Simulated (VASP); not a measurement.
PbSe, 2 atoms in the cell. It takes space group Pm-3m (No. 221, cubic). Conventional cell: a = 3.784 Å, b = 3.784 Å, c = 3.784 Å, α = 90.00°, β = 90.00°, γ = 90.00°. Pb (site symmetry m-3m) has 8 Se at 3.28 Å and 6 Pb at 3.78 Å within 4.3 Å. Se (site symmetry m-3m) has 8 Pb at 3.28 Å and 6 Se at 3.78 Å within 4.3 Å. 

```yaml
Program: VASP 6.6.1
Task: single point
Functional: PBE
Potentials_or_basis: VASP PAW PBE potentials, release 64 (Pb_d, Se)
Cutoff: 520 eV
k_mesh: 7 × 7 × 7
Occupations: fermi-dirac, width 0.05 eV
Spin: no spin polarisation
Dipole_correction: no
Further_INCAR_settings: ALGO = Normal; EDIFF = 1e-06; NBANDS = 17
```

Potentials or basis: VASP PAW PBE potentials, release 64 (Pb_d, Se).

The run is started by

```console
$ cat potpaw_PBE.64/Pb_d/POTCAR potpaw_PBE.64/Se/POTCAR > POTCAR
$ mpirun -np 1 vasp_std > vasp.out
```

Hardware: 1 thread of Intel Xeon 6975P-C, with other jobs on the host.

Estimate the wall time of this run.

Wall time 11 s on 1 thread of Intel Xeon 6975P-C, with other jobs on the host, peak memory 0.16 GiB. Counts: scf iterations 12, k points 20.
